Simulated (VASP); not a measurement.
# BaS (zincblende type) (F-43m) in VASP: further runs

Runs on BaS (zincblende type). Level: PBE. Tasks: single point.

All numbers are computed with VASP 6.6.1; they aren't measurements. Logs are shortened: lines on timing, memory, paths and dates and some standing lists are left out, and cuts for length are marked.

## Step 1: The cell of the first run

Symmetry: F-43m, No. 216, cubic system. Conventional cell: a = 6.890 Å, b = 6.890 Å, c = 6.890 Å, α = 90.00°, β = 90.00°, γ = 90.00°. Ba (site symmetry -43m) has 4 S at 2.98 Å within 3.9 Å. Within 3.9 Å of S (site symmetry -43m) lie 4 Ba at 2.98 Å.

## Step 2: Single point, PBE (volume scaled by 0.9405)

INCAR

```
SYSTEM = BaS
PREC = Accurate ; ENCUT = 520
EDIFF = 1E-6 ; ISMEAR = -1
SIGMA = 0.08 ; LREAL = .False.
LASPH = .True. ; NELM = 80
ALGO = Normal ; ISIF = 2
LWAVE = .False. ; LCHARG = .False.
GGA = PE ; NBANDS = 15
```

KPOINTS

```
regular mesh
0
Gamma
  9 9 9
  0 0 0
```

POSCAR

```
BaS
1.0
    0.0000000000      3.4449689892      3.4449689892
    3.4449689892      0.0000000000      3.4449689892
    3.4449689892      3.4449689892      0.0000000000
Ba S
1 1
Direct
    0.0000000000      0.0000000000      0.0000000000
    0.2500000000      0.2500000000      0.2500000000
```

Potentials or basis: VASP PAW PBE potentials, release 64 (Ba_sv, S).

Launch:

```console
$ cat potpaw_PBE.64/Ba_sv/POTCAR potpaw_PBE.64/S/POTCAR > POTCAR
$ mpirun -np 1 vasp_std > vasp.out
```

OUTCAR:

```text
SYSTEM = BaS
   PREC = Accurate
   ENCUT = 520
   EDIFF = 1E-6
   ISMEAR = -1
   LREAL = .False.
   LASPH = .True.
   NELM = 80
   ISIF = 2
   GGA = PE

 ion  position               nearest neighbor table
   1  0.000  0.000  0.000-   2 2.98   2 2.98   2 2.98   2 2.98
   2  0.250  0.250  0.250-   1 2.98   1 2.98   1 2.98   1 2.98

  LATTYP: Found a face centered cubic cell.
 ALAT       =     6.8899379784

  Lattice vectors:

 A1 = (   0.0000000000,   3.4449689892,   3.4449689892)
 A2 = (   3.4449689892,   0.0000000000,   3.4449689892)
 A3 = (   3.4449689892,   3.4449689892,   0.0000000000)

Analysis of symmetry for initial positions (statically):
=====================================================================
 Subroutine PRICEL returns:
 Original cell was already a primitive cell.

 Routine SETGRP: Setting up the symmetry group for a
 face centered cubic supercell.

 Subroutine GETGRP returns: Found 24 space group operations
 (whereof 24 operations were pure point group operations)
 out of a pool of 48 trial point group operations.

The static configuration has the point symmetry T_d .

Analysis of symmetry for dynamics (positions and initial velocities):
=====================================================================
 Subroutine PRICEL returns:
 Original cell was already a primitive cell.

 Routine SETGRP: Setting up the symmetry group for a
 face centered cubic supercell.

 Subroutine GETGRP returns: Found 24 space group operations
 (whereof 24 operations were pure point group operations)
 out of a pool of 48 trial point group operations.

The dynamic configuration has the point symmetry T_d .

 Subroutine INISYM returns: Found 24 space group operations
 (whereof 24 operations are pure point group operations),
 and found     1 'primitive' translations

----------------------------------------------------------------------------------------

                                     Primitive cell

  volume of cell :      81.7685

  direct lattice vectors                    reciprocal lattice vectors
     0.000000000  3.444968989  3.444968989    -0.145139187  0.145139187  0.145139187
     3.444968989  0.000000000  3.444968989     0.145139187 -0.145139187  0.145139187
     3.444968989  3.444968989  0.000000000     0.145139187  0.145139187 -0.145139187

  length of vectors
     4.871921866  4.871921866  4.871921866     0.251388447  0.251388447  0.251388447

  position of ions in fractional coordinates (direct lattice)
     0.000000000  0.000000000  0.000000000
     0.250000000  0.250000000  0.250000000

  ion indices of the primitive-cell ions
   primitive index   ion index
                 1           1
                 2           2

----------------------------------------------------------------------------------------

 KPOINTS: regular mesh

Automatic generation of k-mesh.
 Grid dimensions read from file:
 generate k-points for:    9    9    9

 Generating k-lattice:

  Cartesian coordinates                     Fractional coordinates (reciprocal lattice)
    -0.016126576  0.016126576  0.016126576     0.111111111  0.000000000  0.000000000
     0.016126576 -0.016126576  0.016126576     0.000000000  0.111111111  0.000000000
     0.016126576  0.016126576 -0.016126576     0.000000000  0.000000000  0.111111111

  Length of vectors
     0.027932050  0.027932050  0.027932050

  Shift w.r.t. Gamma in fractional coordinates (k-lattice)
     0.000000000  0.000000000  0.000000000

 Subroutine IBZKPT returns following result:
 ===========================================

 Found     35 irreducible k-points:

 Following reciprocal coordinates:
            Coordinates               Weight
  0.000000  0.000000  0.000000      1.000000
  0.111111  0.000000  0.000000      8.000000
  0.222222  0.000000  0.000000      8.000000
  0.333333  0.000000  0.000000      8.000000
  0.444444  0.000000  0.000000      8.000000
  0.111111  0.111111  0.000000      6.000000
[... 16 lines left out ...]
 -0.333333  0.333333  0.000000     12.000000
  0.444444  0.444444  0.000000      6.000000
 [... further k-points ...]
   k-points           NKPTS =     35   k-points in BZ     NKDIM =     35   number of bands    NBANDS=     15
   number of dos      NEDOS =    301   number of ions     NIONS =      2
   total plane-waves  NPLWV =  46656
   dimension x,y,z NGX =    36 NGY =   36 NGZ =   36
   dimension x,y,z NGXF=    72 NGYF=   72 NGZF=   72
   ions per type =               1   1
   NGX,Y,Z   is equivalent  to a cutoff of  12.28, 12.28, 12.28 a.u.
   NGXF,Y,Z  is equivalent  to a cutoff of  24.57, 24.57, 24.57 a.u.
 SYSTEM =  BaS
   PREC   = accura    normal or accurate (medium, high low for compatibility)
   ISTART =      0    job   : 0-new  1-cont  2-samecut
   ICHARG =      2    charge: 1-file 2-atom 10-const
   ISPIN  =      1    spin polarized calculation?
   LNONCOLLINEAR =      F non collinear calculations
   LSORBIT =      F    spin-orbit coupling
   LASPH  =      T    aspherical Exc in radial PAW
   ENCUT  =  520.0 eV  38.22 Ry    6.18 a.u.   9.06  9.06  9.06*2*pi/ulx,y,z
   NELM   =     80;   NELMIN=  2; NELMDL= -5     # of ELM steps
   EDIFF  = 0.1E-05   stopping-criterion for ELM
   LREAL  =      F    real-space projection
   EDIFFG = 0.1E-04   stopping-criterion for IOM
   NSW    =      0    number of steps for IOM
   IBRION =     -1    ionic relax: 0-MD 1-quasi-New 2-CG
   NFREE  =      0    steps in history (QN), initial steepest desc. (CG)
   ISIF   =      2    stress and relaxation
   ISYM   =      2    0-nonsym 1-usesym 2-fastsym
   POTIM  = 0.5000    time-step for ionic-motion
   TEBEG  =    0.0;   TEEND  =   0.0 temperature during run
   PSTRESS=    0.0 pullay stress
   NELECT =      16.0000    total number of electrons
   NUPDOWN=      -1.0000    fix difference up-down
   EMIN   =  10.00;   EMAX   =-10.00  energy-range for DOS
   EFERMI =   0.00;   METHOD = LEGACY
   ISMEAR =    -1;   SIGMA  =   0.08  broadening in eV -4-tet -1-fermi 0-gaus
   EFERMI_NEDOS =   21; number of points for ismear=-14 and -15
   IALGO  =     38    algorithm
   IMIX   =      4    mixing-type and parameters
     AMIX     =   0.40;   BMIX     =  1.00
     AMIX_MAG =   1.60;   BMIX_MAG =  1.00
  volume/ion in A,a.u.               =      40.88       275.90
  Fermi-wavevector in a.u.,A,eV,Ry     =   0.950429  1.796050 12.290341  0.903315
  Thomas-Fermi vector in A             =   2.078805
   LORBIT       =      0    0 simple, 1 ext, 2 COOP (PROOUT), +10 PAW based schemes
   GGA     = PE    functional components
   LHFCALC =     F    Hartree Fock is set to
   AEXX    =    0.0000 exact exchange contribution
   IVDW    =     0    specifies the selected vdW correction
   LEPSILON=     F    determine dielectric tensor
   LRPA    =     F    only Hartree local field effects (RPA)
 non-spin polarized calculation
  energy-cutoff  :      520.00
  volume of cell :       81.77
 maximum number of plane-waves:      2229
   NGX = 19   NGY = 19   NGZ = 19

 number of electron      15.9999999 magnetization

 Free energy of the ion-electron system (eV)
  ---------------------------------------------------
  ext. energy  EPLUGINS =         0.00000000
  ---------------------------------------------------
  free energy    TOTEN  =        -9.68628003 eV

  energy without entropy =       -9.68628003  energy(sigma->0) =       -9.68628003

 E-fermi :   1.6960     XC(G=0):  -7.4156

 val. band max:        0.0653214193   @ k =  -0.3333   0.4444   0.2222
 cond. band min:       2.9532332981   @ k =   0.0000   0.0000   0.0000
 fundamental gap:      2.8879118788
 Fermi energy:         1.6959520771

 k-point     1 :       0.0000    0.0000    0.0000
  band No.  band energies     occupation
      1     -25.8185      2.00000
      2     -11.0160      2.00000
      3     -11.0160      2.00000
      4     -11.0160      2.00000
      5      -9.9138      2.00000
      6      -0.7023      2.00000
      7      -0.7023      2.00000
      8      -0.7023      2.00000
      9       2.9532      0.00000
     10       5.2207      0.00000
     11       5.2207      0.00000
     12       7.2905      0.00000
     13       7.2905      0.00000
     14       7.2905      0.00000
     15      10.4782      0.00000

 k-point     2 :       0.1111    0.0000    0.0000
  band No.  band energies     occupation
      1     -25.8160      2.00000
      2     -11.1684      2.00000
      3     -11.0220      2.00000
      4     -11.0220      2.00000
      5      -9.7589      2.00000
      6      -0.7383      2.00000
      7      -0.6644      2.00000
      8      -0.6644      2.00000
      9       3.2434      0.00000
     10       5.1026      0.00000
     11       5.1026      0.00000
     12       7.1251      0.00000
     13       7.5413      0.00000
     14       7.5413      0.00000
     15       9.6333      0.00000

 k-point     3 :       0.2222    0.0000    0.0000
  band No.  band energies     occupation
      1     -25.8099      2.00000
      2     -11.4500      2.00000
      3     -11.0371      2.00000
      4     -11.0371      2.00000
      5      -9.4746      2.00000
      6      -0.7580      2.00000
      7      -0.5717      2.00000
      8      -0.5717      2.00000
      9       3.9089      0.00000
     10       4.9767      0.00000
     11       4.9767      0.00000
     12       6.8364      0.00000
     13       7.8040      0.00000
     14       7.8040      0.00000
     15       8.3082      0.00000

 k-point     4 :       0.3333    0.0000    0.0000
  band No.  band energies     occupation
      1     -25.8029      2.00000
      2     -11.6896      2.00000
      3     -11.0542      2.00000
      4     -11.0542      2.00000
      5      -9.2388      2.00000
      6      -0.6720      2.00000
      7      -0.4734      2.00000
      8      -0.4734      2.00000
      9       4.4624      0.00000
     10       5.0770      0.00000
     11       5.0770      0.00000
     12       6.3389      0.00000
     13       7.4178      0.00000
     14       7.4178      0.00000
     15       7.9304      0.00000
[... 307 lines left out ...]
 k-point    22 :      -0.4444    0.3333    0.0000
  band No.  band energies     occupation
      1     -25.7918      2.00000
      2     -11.9009      2.00000
      3     -11.1875      2.00000
      4     -11.1195      2.00000
      5      -8.8772      2.00000
      6      -0.8769      2.00000
      7      -0.0867      2.00000
      8      -0.0553      2.00000
      9       3.5624      0.00000
     10       4.7738      0.00000
     11       5.7055      0.00000
     12       7.1820      0.00000
     13       7.2974      0.00000
     14       8.2038      0.00000
     15       9.6228      0.00000

 k-point    23 :      -0.3333    0.3333    0.0000
  band No.  band energies     occupation
      1     -25.7925      2.00000
      2     -11.8789      2.00000
      3     -11.2093      2.00000
      4     -11.1016      2.00000
      5      -8.8921      2.00000
      6      -0.6801      2.00000
      7      -0.2344      2.00000
      8      -0.1584      2.00000
      9       3.6203      0.00000
     10       5.0091      0.00000
     11       5.1937      0.00000
     12       7.3108      0.00000
     13       7.5624      0.00000
     14       8.1161      0.00000
     15       9.0759      0.00000

 k-point    24 :       0.4444    0.4444    0.0000
  band No.  band energies     occupation
      1     -25.7916      2.00000
      2     -11.9230      2.00000
      3     -11.1382      2.00000
      4     -11.1382      2.00000
      5      -8.8871      2.00000
      6      -1.1140      2.00000
      7       0.0629      2.00000
      8       0.0629      2.00000
      9       3.5478      0.00000
     10       4.8425      0.00000
     11       6.5819      0.00000
     12       6.6265      0.00000
     13       6.6265      0.00000
     14       8.3294      0.00000
     15      10.0104      0.00000

 [... further k-points ...]
[... 5 lines left out ...]
  --------------------------------------------------------------------------------------
  -------------------------------------------------------------------------------------
  Total        1.2713978      1.2713978      1.2713978     -0.0000000      0.0000000     -0.0000000
  in kB       24.9118557     24.9118557     24.9118557     -0.0000000      0.0000000     -0.0000000
  external PRESSURE =      24.9118557 kB  Pullay stress =       0.0000000 kB

 VOLUME and BASIS-vectors are now :
 -----------------------------------------------------------------------------
  energy-cutoff  :      520.00
  volume of cell :       81.77
      direct lattice vectors                 reciprocal lattice vectors
     0.000000000  3.444968989  3.444968989    -0.145139187  0.145139187  0.145139187
     3.444968989  0.000000000  3.444968989     0.145139187 -0.145139187  0.145139187
     3.444968989  3.444968989  0.000000000     0.145139187  0.145139187 -0.145139187

 POSITION                                       TOTAL-FORCE (eV/Angst)
 -----------------------------------------------------------------------------------
      0.00000      0.00000      0.00000         0.000000     -0.000000      0.000000
      1.72248      1.72248      1.72248        -0.000000      0.000000     -0.000000
 -----------------------------------------------------------------------------------
    total drift:                               -0.000000     -0.000000     -0.000000

  FREE ENERGIE OF THE ION-ELECTRON SYSTEM (eV)
  ---------------------------------------------------
  free  energy   TOTEN  =        -9.6862800348 eV

  energy  without entropy=       -9.6862800329  energy(sigma->0) =       -9.68628003
```

Run time: 40 s. Hardware: 1 thread of Intel Xeon Platinum 8375C at 2.90GHz (Ice Lake), shared host; peak memory 0.22 GiB.

Results:

* Free energy: -9.6863 eV
* Pressure: 2.5 GPa
* Band gap on the k mesh: 2.89 eV, indirect (least direct gap 3.46 eV)

Caveat: spin-orbit coupling is left out, which moves the levels of the heavy elements.

[end of part 1 of 2]
